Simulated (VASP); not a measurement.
Wanted: the native input for a VASP 6.6.1 run.

| Item | Value |
| --- | --- |
| Task | relaxation of cell and atoms |
| Functional | r2SCAN |
| Potentials or basis | VASP PAW PBE potentials, release 64 (Ga_d, N) |
| Cutoff | 600 eV |
| k mesh | 8 × 8 × 4 |
| Occupations | gaussian, width 0.01 eV |
| Spin | no spin polarisation |
| Target pressure | -2 GPa |
| Dipole correction | no |
| Further INCAR settings | ALGO = Normal; EDIFF = 1e-06; IBRION = 2; EDIFFG = -0.002; NSW = 100; ISIF = 3 |

GaN:

```
CELL_PARAMETERS angstrom
3.18310 0.00000 0.00000
-1.59155 2.75665 0.00000
0.00000 0.00000 5.18358
ATOMIC_POSITIONS crystal
Ga 0.33333 0.66667 0.99911
Ga 0.66667 0.33333 0.49911
N 0.33333 0.66667 0.37589
N 0.66667 0.33333 0.87589
```

The input as run:

POSCAR

```
GaN
1.0
    3.1831025598      0.0000000000      0.0000000000
   -1.5915512799      2.7566476796      0.0000000000
    0.0000000000      0.0000000000      5.1835786652
Ga N
2 2
Direct
    0.3333333333      0.6666666667     -0.0008903619
    0.6666666667      0.3333333333      0.4991096381
    0.3333333333      0.6666666667      0.3758903619
    0.6666666667      0.3333333333      0.8758903619
```

INCAR.step1

```
SYSTEM = GaN
ALGO = Normal
EDIFF = 1E-4
ENCUT = 600
GGA = PE
ISMEAR = 0
LASPH = .True.
LCHARG = .False.
LREAL = .False.
LWAVE = .True.
NELM = 100
PREC = Accurate
SIGMA = 0.01
```

INCAR.step2

```
SYSTEM = GaN
ALGO = Normal
EDIFF = 1E-6
EDIFFG = -0.002
ENCUT = 600
IBRION = 2
ISIF = 3
ISMEAR = 0
ISTART = 1
LASPH = .True.
LCHARG = .False.
LMIXTAU = .True.
LREAL = .False.
LWAVE = .False.
METAGGA = R2SCAN
NELM = 100
NSW = 100
PREC = Accurate
PSTRESS = -20.0
SIGMA = 0.01
```

KPOINTS

```
k-points
0
Gamma
  8 8 4
  0 0 0
```

Potentials or basis: VASP PAW PBE potentials, release 64 (Ga_d, N).

Launch:

```console
$ cat potpaw_PBE.64/Ga_d/POTCAR potpaw_PBE.64/N/POTCAR > POTCAR
$ cp INCAR.step1 INCAR
$ mpirun -np 1 vasp_std > vasp.out
$ cp INCAR.step2 INCAR
$ mpirun -np 1 vasp_std > vasp.out
```

Results of the run:

The relaxed volume is 11.56 Å³/atom. The relaxed cell is a = 3.200 Å, b = 3.200 Å, c = 5.212 Å, α = 90.00°, β = 90.00°, γ = 120.00°, the space group after relaxing (to 0.05 Å) is P6_3mc (No. 186) and the energy change on relaxing (the enthalpy is what falls) is +0.6 meV/atom. The ionic steps are 17 and the pressure after relaxing is -2.0 GPa. The band gap on the k mesh is 2.23 eV, direct.

Caveat: the cell is relaxed towards a set pressure, so the enthalpy falls and the energy may rise; the PAW data sets were made with another functional, which shifts forces and pressure a little.

Run time: 7.3 min on 1 thread of Intel(R) Xeon(R) 6975P-C (Granite Rapids) (shared host), peak memory 0.21 GiB.
